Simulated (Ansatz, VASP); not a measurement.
Two plane-wave programs on Mg16O

INCAR

```
SYSTEM = Mg16O
PREC = Accurate
ENCUT = 520
EDIFF = 1E-6
ISMEAR = 0
SIGMA = 0.1
LREAL = Auto
LASPH = .TRUE.
NELM = 60
ALGO = Normal
ISIF = 2
LWAVE = .FALSE.
LCHARG = .TRUE.
LDIPOL = .TRUE.
IDIPOL = 3
DIPOL = 0.5 0.5 0.332
GGA = PE
LELF = .TRUE.
LVHAR = .TRUE.
LVACPOTAV = .TRUE.
NBANDS = 33
```

KPOINTS

```
Automatic mesh
0
G
  6 6 1
  0 0 0
```

POSCAR

```
Mg16O
1.0
    6.4201385705      0.0000000000      0.0000000000
   -3.2100692852      5.5600030979      0.0000000000
    0.0000000000      0.0000000000     24.7147783802
Mg O
16 1
Direct
    0.3333333333      0.1666666667      0.1618464847
    0.3333333333      0.6666666667      0.1618464847
    0.8333333333      0.1666666667      0.1618464847
    0.8333333333      0.6666666667      0.1618464847
    0.1666666667      0.3333333333      0.2657906286
    0.1666666667      0.8333333333      0.2657906286
    0.6666666667      0.3333333333      0.2657906286
    0.6666666667      0.8333333333      0.2657906286
    0.3333333333      0.1666666667      0.3682830748
    0.3333333333      0.6666666667      0.3682830748
    0.8333333333      0.1666666667      0.3682830748
    0.8333333333      0.6666666667      0.3682830748
    0.1666666667      0.3333333333      0.4739989249
    0.1666666667      0.8333333333      0.4739989249
    0.6666666667      0.3333333333      0.4739989249
    0.6666666667      0.8333333333      0.4739989249
    0.5000000000      0.0000000000      0.5642283401
```

Input for Ansatz:

```yaml
crystal:
  lattice:
    - [6.4201385705, 0.0, 0.0]
    - [-3.2100692852, 5.5600030979, 0.0]
    - [0.0, 0.0, 24.7147783802]
  atoms:
    - { symbol: Mg, position: [0.3333333333, 0.1666666667, 0.1618464847] }
    - { symbol: Mg, position: [0.3333333333, 0.6666666667, 0.1618464847] }
    - { symbol: Mg, position: [0.8333333333, 0.1666666667, 0.1618464847] }
    - { symbol: Mg, position: [0.8333333333, 0.6666666667, 0.1618464847] }
    - { symbol: Mg, position: [0.1666666667, 0.3333333333, 0.2657906286] }
    - { symbol: Mg, position: [0.1666666667, 0.8333333333, 0.2657906286] }
    - { symbol: Mg, position: [0.6666666667, 0.3333333333, 0.2657906286] }
    - { symbol: Mg, position: [0.6666666667, 0.8333333333, 0.2657906286] }
    - { symbol: Mg, position: [0.3333333333, 0.1666666667, 0.3682830748] }
    - { symbol: Mg, position: [0.3333333333, 0.6666666667, 0.3682830748] }
    - { symbol: Mg, position: [0.8333333333, 0.1666666667, 0.3682830748] }
    - { symbol: Mg, position: [0.8333333333, 0.6666666667, 0.3682830748] }
    - { symbol: Mg, position: [0.1666666667, 0.3333333333, 0.4739989249] }
    - { symbol: Mg, position: [0.1666666667, 0.8333333333, 0.4739989249] }
    - { symbol: Mg, position: [0.6666666667, 0.3333333333, 0.4739989249] }
    - { symbol: Mg, position: [0.6666666667, 0.8333333333, 0.4739989249] }
    - { symbol: O, position: [0.5, 0.0, 0.5642283401] }
basis:
  ecutwfc: 420
kpoints:
  mp_grid: { grid: [6, 6, 1] }
hamiltonian:
  xc: pbe
scf:
  occupations: { method: gaussian, width: 0.1 }
output:
  forces: true
  eigenvalues: true
efield:
  axis: 3
  dipole_correction: true
  ramp_width: 0.04
```

Alike in both runs: task single point; functional PBE; k mesh 6 × 6 × 1; occupations gaussian, width 0.1 eV; no spin polarisation.

|  | VASP | Ansatz |
| --- | --- | --- |
| version | VASP 6.6.1 | Ansatz 0.2.0 |
| potentials or method | VASP PAW PBE potentials, release 64 (Mg, O), cutoff 520 eV | scalar-relativistic, plane waves, PAW |
| valence electrons in the cell | 38 | 166 |

|  | VASP | Ansatz | Ansatz less VASP |
| --- | --- | --- | --- |
| gap on the k mesh at the Fermi level (eV) | none | none | - |
| rms of the force components (eV/Å) | 0.556 | 0.557 | +0.0009 |
| work function, face that differs most (eV) | 3.71 | 3.71 | -0.003 |

Atom by atom the forces differ by 0.003 eV/Å (rms over components). A gap of «none» marks a metal or a gap that the smearing closes. VASP's potentials hold 38 valence electrons a cell and Ansatz's 166, so a difference there can come from the potentials and not from the codes.
